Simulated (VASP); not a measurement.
# BN in VASP: a series of runs

BN is run at these levels: PBE, r2SCAN; tasks: single point.

All numbers are computed with VASP 6.6.1; they aren't measurements. Logs are shortened: lines on timing, memory, paths and dates and some standing lists are left out, and cuts for length are marked.

### 1 The cell of the first run

The structure is hexagonal, space group P6_3/mmc (No. 194). The conventional cell has a = 2.612 Å, b = 2.612 Å, c = 6.486 Å, α = 90.00°, β = 90.00°, γ = 120.00°. Within 2.0 Å of B (site symmetry -6m2) lie 3 N at 1.51 Å. N (site symmetry -6m2) has 3 B at 1.51 Å within 2.0 Å.

### 2 Single point, PBE (epitaxial xy strain +4.5%)

File INCAR:

```
SYSTEM = BN
  PREC = Accurate
  ENCUT = 520
  EDIFF = 1E-6
  ISMEAR = -1
  SIGMA = 0.02
  LREAL = .False.
  LASPH = .True.
  NELM = 60
  ALGO = Normal
  ISIF = 2
  LWAVE = .False.
  LCHARG = .True.
  GGA = PE
  LELF = .True.
  LVHAR = .True.
  NBANDS = 16
```

File KPOINTS:

```
Automatic mesh
0
Gamma
  12 12 4
  0 0 0
```

File POSCAR:

```
BN
1.0
    2.6121085884      0.0000000000      0.0000000000
   -1.3060542942      2.2621523950      0.0000000000
    0.0000000000      0.0000000000      6.4858365899
B N
2 2
Direct
    0.3333333333      0.6666666667      0.2500000000
    0.6666666667      0.3333333333      0.7500000000
    0.3333333333      0.6666666667      0.7500000000
    0.6666666667      0.3333333333      0.2500000000
```

Potentials or basis: VASP PAW PBE potentials, release 64 (B, N).

The run is started by

```
cat potpaw_PBE.64/B/POTCAR potpaw_PBE.64/N/POTCAR > POTCAR
mpirun -np 1 vasp_std > vasp.out
```

OUTCAR:

```text
SYSTEM = BN
   PREC = Accurate
   ENCUT = 520
   EDIFF = 1E-6
   ISMEAR = -1
   LREAL = .False.
   LASPH = .True.
   NELM = 60
   ISIF = 2
   GGA = PE

 ion  position               nearest neighbor table
   1  0.333  0.667  0.250-   4 1.51   4 1.51   4 1.51
   2  0.667  0.333  0.750-   3 1.51   3 1.51   3 1.51
   3  0.333  0.667  0.750-   2 1.51   2 1.51   2 1.51
   4  0.667  0.333  0.250-   1 1.51   1 1.51   1 1.51

  LATTYP: Found a hexagonal cell.
 ALAT       =     2.6121085884
 C/A-ratio  =     2.4829888844

  Lattice vectors:

 A1 = (   2.6121085884,   0.0000000000,   0.0000000000)
 A2 = (  -1.3060542942,   2.2621523950,   0.0000000000)
 A3 = (   0.0000000000,   0.0000000000,   6.4858365899)

Analysis of symmetry for initial positions (statically):
=====================================================================
 Subroutine PRICEL returns:
 Original cell was already a primitive cell.

 Routine SETGRP: Setting up the symmetry group for a
 hexagonal supercell.

 Subroutine GETGRP returns: Found 24 space group operations
 (whereof 12 operations were pure point group operations)
 out of a pool of 24 trial point group operations.

The static configuration has the point symmetry D_3d.
 The point group associated with its full space group is D_6h.

Analysis of symmetry for dynamics (positions and initial velocities):
=====================================================================
 Subroutine PRICEL returns:
 Original cell was already a primitive cell.

 Routine SETGRP: Setting up the symmetry group for a
 hexagonal supercell.

 Subroutine GETGRP returns: Found 24 space group operations
 (whereof 12 operations were pure point group operations)
 out of a pool of 24 trial point group operations.

The dynamic configuration has the point symmetry D_3d.
 The point group associated with its full space group is D_6h.

 Subroutine INISYM returns: Found 24 space group operations
 (whereof 12 operations are pure point group operations),
 and found     1 'primitive' translations

----------------------------------------------------------------------------------------

                                     Primitive cell

  volume of cell :      38.3247

  direct lattice vectors                    reciprocal lattice vectors
     2.612108588  0.000000000  0.000000000     0.382832477  0.221028433  0.000000000
    -1.306054294  2.262152395  0.000000000     0.000000000  0.442056867  0.000000000
     0.000000000  0.000000000  6.485836590     0.000000000  0.000000000  0.154182115

  length of vectors
     2.612108588  2.612108588  6.485836590     0.442056867  0.442056867  0.154182115

  position of ions in fractional coordinates (direct lattice)
     0.333333333  0.666666667  0.250000000
     0.666666667  0.333333333  0.750000000
     0.333333333  0.666666667  0.750000000
     0.666666667  0.333333333  0.250000000

  ion indices of the primitive-cell ions
   primitive index   ion index
                 1           1
                 2           2
                 3           3
                 4           4

----------------------------------------------------------------------------------------

 KPOINTS: Automatic mesh

Automatic generation of k-mesh.
 Grid dimensions read from file:
 generate k-points for:   12   12    4

 Generating k-lattice:

  Cartesian coordinates                     Fractional coordinates (reciprocal lattice)
     0.031902706  0.018419036  0.000000000     0.083333333  0.000000000  0.000000000
     0.000000000  0.036838072  0.000000000     0.000000000  0.083333333  0.000000000
     0.000000000  0.000000000  0.038545529     0.000000000  0.000000000  0.250000000

  Length of vectors
     0.036838072  0.036838072  0.038545529

  Shift w.r.t. Gamma in fractional coordinates (k-lattice)
     0.000000000  0.000000000  0.000000000

 Subroutine IBZKPT returns following result:
 ===========================================

 Found     57 irreducible k-points:

 Following reciprocal coordinates:
            Coordinates               Weight
  0.000000  0.000000  0.000000      1.000000
  0.083333  0.000000  0.000000      6.000000
  0.166667  0.000000  0.000000      6.000000
  0.250000  0.000000  0.000000      6.000000
  0.333333  0.000000  0.000000      6.000000
  0.416667  0.000000  0.000000      6.000000
[... 16 lines left out ...]
  0.250000  0.000000  0.250000     12.000000
  0.333333  0.000000  0.250000     12.000000
 [... further k-points ...]
   k-points           NKPTS =     57   k-points in BZ     NKDIM =     57   number of bands    NBANDS=     16
   number of dos      NEDOS =    301   number of ions     NIONS =      4
   total plane-waves  NPLWV =  19200
   dimension x,y,z NGX =    20 NGY =   20 NGZ =   48
   dimension x,y,z NGXF=    40 NGYF=   40 NGZF=   96
   ions per type =               2   2
   NGX,Y,Z   is equivalent  to a cutoff of  12.73, 12.73, 12.30 a.u.
   NGXF,Y,Z  is equivalent  to a cutoff of  25.46, 25.46, 24.61 a.u.
 SYSTEM =  BN
   PREC   = accura    normal or accurate (medium, high low for compatibility)
   ISTART =      0    job   : 0-new  1-cont  2-samecut
   ICHARG =      2    charge: 1-file 2-atom 10-const
   ISPIN  =      1    spin polarized calculation?
   LNONCOLLINEAR =      F non collinear calculations
   LSORBIT =      F    spin-orbit coupling
   LASPH  =      T    aspherical Exc in radial PAW
   ENCUT  =  520.0 eV  38.22 Ry    6.18 a.u.   4.86  4.86 12.06*2*pi/ulx,y,z
   NELM   =     60;   NELMIN=  2; NELMDL= -5     # of ELM steps
   EDIFF  = 0.1E-05   stopping-criterion for ELM
   LREAL  =      F    real-space projection
   EDIFFG = 0.1E-04   stopping-criterion for IOM
   NSW    =      0    number of steps for IOM
   IBRION =     -1    ionic relax: 0-MD 1-quasi-New 2-CG
   NFREE  =      0    steps in history (QN), initial steepest desc. (CG)
   ISIF   =      2    stress and relaxation
   ISYM   =      2    0-nonsym 1-usesym 2-fastsym
   POTIM  = 0.5000    time-step for ionic-motion
   TEBEG  =    0.0;   TEEND  =   0.0 temperature during run
   PSTRESS=    0.0 pullay stress
   NELECT =      16.0000    total number of electrons
   NUPDOWN=      -1.0000    fix difference up-down
   EMIN   =  10.00;   EMAX   =-10.00  energy-range for DOS
   EFERMI =   0.00;   METHOD = LEGACY
   ISMEAR =    -1;   SIGMA  =   0.02  broadening in eV -4-tet -1-fermi 0-gaus
   EFERMI_NEDOS =   21; number of points for ismear=-14 and -15
   IALGO  =     38    algorithm
   IMIX   =      4    mixing-type and parameters
     AMIX     =   0.40;   BMIX     =  1.00
     AMIX_MAG =   1.60;   BMIX_MAG =  1.00
  volume/ion in A,a.u.               =       9.58        64.66
  Fermi-wavevector in a.u.,A,eV,Ry     =   1.223550  2.312175 20.368944  1.497075
  Thomas-Fermi vector in A             =   2.358657
   LORBIT       =      0    0 simple, 1 ext, 2 COOP (PROOUT), +10 PAW based schemes
   GGA     = PE    functional components
   LHFCALC =     F    Hartree Fock is set to
   AEXX    =    0.0000 exact exchange contribution
   IVDW    =     0    specifies the selected vdW correction
   LEPSILON=     F    determine dielectric tensor
   LRPA    =     F    only Hartree local field effects (RPA)
 non-spin polarized calculation
  energy-cutoff  :      520.00
  volume of cell :       38.32
 maximum number of plane-waves:      1050
 NGX is ok and might be reduce to    20
   NGX =  9   NGY =  9   NGZ = 25

 number of electron      15.9999999 magnetization

 Free energy of the ion-electron system (eV)
  ---------------------------------------------------
  ext. energy  EPLUGINS =         0.00000000
  ---------------------------------------------------
  free energy    TOTEN  =       -34.80155327 eV

  energy without entropy =      -34.80155327  energy(sigma->0) =      -34.80155327

 E-fermi :   2.5129     XC(G=0):  -9.9605

 val. band max:        1.9873069302   @ k =   0.3333   0.2500   0.0000
 cond. band min:       5.9710950057   @ k =   0.5000   0.0000   0.0000
 fundamental gap:      3.9837880755
 Fermi energy:         2.5128742353

 k-point     1 :       0.0000    0.0000    0.0000
  band No.  band energies     occupation
      1     -15.1649      2.00000
      2     -14.8000      2.00000
      3      -3.7957      2.00000
      4      -1.3335      2.00000
      5       0.4719      2.00000
      6       0.4719      2.00000
[... 8 lines left out ...]
     15      12.6041      0.00000
     16      13.5250      0.00000

 k-point     2 :       0.0833    0.0000    0.0000
  band No.  band energies     occupation
      1     -15.0409      2.00000
      2     -14.6815      2.00000
      3      -3.6268      2.00000
      4      -1.1870      2.00000
      5      -0.0615      2.00000
      6      -0.0072      2.00000
[... 8 lines left out ...]
     15      13.0827      0.00000
     16      13.1231      0.00000

 k-point     3 :       0.1667    0.0000    0.0000
  band No.  band energies     occupation
      1     -14.6762      2.00000
      2     -14.3337      2.00000
      3      -3.1263      2.00000
      4      -1.3977      2.00000
      5      -1.3324      2.00000
      6      -0.7580      2.00000
[... 8 lines left out ...]
     15      14.3826      0.00000
     16      14.5344      0.00000

 k-point     4 :       0.2500    0.0000    0.0000
  band No.  band energies     occupation
      1     -14.0982      2.00000
      2     -13.7859      2.00000
      3      -3.0697      2.00000
      4      -2.9776      2.00000
      5      -2.3181      2.00000
      6      -0.9691      2.00000
[... 8 lines left out ...]
     15      16.3847      0.00000
     16      16.5248      0.00000

 k-point     5 :       0.3333    0.0000    0.0000
  band No.  band energies     occupation
      1     -13.3728      2.00000
      2     -13.1103      2.00000
      3      -4.7079      2.00000
      4      -4.5924      2.00000
      5      -1.5308      2.00000
      6      -1.4383      2.00000
[... 8 lines left out ...]
     15      16.8311      0.00000
     16      18.5962      0.00000

 k-point     6 :       0.4167    0.0000    0.0000
  band No.  band energies     occupation
      1     -12.6607      2.00000
      2     -12.4801      2.00000
      3      -5.9828      2.00000
      4      -5.8664      2.00000
      5      -1.9000      2.00000
      6      -1.8035      2.00000
[... 8 lines left out ...]
     15      16.5293      0.00000
     16      20.4886      0.00000
[... 267 lines left out ...]
 k-point    21 :       0.0833    0.0000    0.2500
  band No.  band energies     occupation
      1     -14.9916      2.00000
      2     -14.7377      2.00000
      3      -3.3349      2.00000
      4      -1.6427      2.00000
      5      -0.0511      2.00000
      6      -0.0090      2.00000
[... 8 lines left out ...]
     15      13.0677      0.00000
     16      13.0983      0.00000

 k-point    22 :       0.1667    0.0000    0.2500
  band No.  band energies     occupation
      1     -14.6291      2.00000
      2     -14.3872      2.00000
      3      -2.8479      2.00000
      4      -1.4275      2.00000
      5      -1.3732      2.00000
      6      -1.1063      2.00000
[... 8 lines left out ...]
     15      14.4036      0.00000
     16      14.5109      0.00000

 k-point    23 :       0.2500    0.0000    0.2500
  band No.  band energies     occupation
      1     -14.0550      2.00000
      2     -13.8344      2.00000
      3      -3.0732      2.00000
      4      -3.0003      2.00000
      5      -2.0238      2.00000
      6      -0.9568      2.00000
[... 8 lines left out ...]
     15      16.4030      0.00000
     16      16.5018      0.00000

 k-point    24 :       0.3333    0.0000    0.2500
  band No.  band energies     occupation
      1     -13.3361      2.00000
      2     -13.1506      2.00000
      3      -4.6970      2.00000
      4      -4.6145      2.00000
      5      -1.5174      2.00000
      6      -1.4520      2.00000
[... 8 lines left out ...]
     15      17.6238      0.00000
     16      18.6065      0.00000

 [... further k-points ...]

------------------------ aborting loop because EDIFF is reached ----------------------------------------

  FORCE on cell =-STRESS in cart. coord.  units (eV):
  Direction    XX          YY          ZZ          XY          YZ          ZX
  --------------------------------------------------------------------------------------
  -------------------------------------------------------------------------------------
  Total       -8.4793039     -8.4793039      0.7697094      0.0000000     -0.0000000      0.0000000
  in kB     -354.4799674   -354.4799674     32.1779453      0.0000000     -0.0000000      0.0000000
  external PRESSURE =    -225.5939965 kB  Pullay stress =       0.0000000 kB

 VOLUME and BASIS-vectors are now :
 -----------------------------------------------------------------------------
  energy-cutoff  :      520.00
  volume of cell :       38.32
      direct lattice vectors                 reciprocal lattice vectors
     2.612108588  0.000000000  0.000000000     0.382832477  0.221028433  0.000000000
    -1.306054294  2.262152395  0.000000000     0.000000000  0.442056867  0.000000000
     0.000000000  0.000000000  6.485836590     0.000000000  0.000000000  0.154182115

 POSITION                                       TOTAL-FORCE (eV/Angst)
 -----------------------------------------------------------------------------------
     -0.00000      1.50810      1.62146         0.000000     -0.000000     -0.000000
      1.30605      0.75405      4.86438        -0.000000      0.000000      0.000000
     -0.00000      1.50810      4.86438         0.000000     -0.000000      0.000000
      1.30605      0.75405      1.62146        -0.000000      0.000000      0.000000
 -----------------------------------------------------------------------------------
    total drift:                               -0.000000      0.000000      0.000000

  FREE ENERGIE OF THE ION-ELECTRON SYSTEM (eV)
  ---------------------------------------------------
  free  energy   TOTEN  =       -34.8015532723 eV

  energy  without entropy=      -34.8015532723  energy(sigma->0) =      -34.80155327
```

It took 16 s on 1 thread of AMD EPYC 9R45 (Zen 5), shared host; peak memory 0.13 GiB.

What came out:

```
Free energy            : -34.8016 eV
Pressure               : -22.6 GPa
Band gap on the k mesh : 3.98 eV, indirect (least direct gap 4.28 eV)
```

Stress tensor (GPa, compression positive):
```
-35.45   0.00   0.00
  0.00 -35.45   0.00
  0.00   0.00   3.22
```

Levels at points of the mesh, in eV from the valence-band top:
```
           k point  band 4  band 5  band 6  band 7  band 8  band 9  band 10  band 11  band 12  band 13
(0.00, 0.00, 0.00)   -3.32   -1.52   -1.52   -1.46   -1.46    5.24     9.92    10.14    10.45    10.45
(0.50, 0.00, 0.00)   -8.38   -4.02   -3.92   -1.49   -0.30    3.98     5.42     8.36     8.55    12.28
(0.00, 0.00, 0.50)   -4.71   -1.49   -1.49   -1.49   -1.49    7.48     7.48    10.53    10.53    10.53
(0.50, 0.00, 0.50)   -8.44   -3.97   -3.97   -0.86   -0.86    4.42     4.42     8.60     8.60    13.01
```

Caveat: the cell differs from its parent crystal (epitaxial xy strain +4.5%); this functional lacks dispersion, which binds the layers, so the pressure and a relaxed spacing across them are unreliable. A k mesh can miss the band edges.

[end of part 1 of 2]
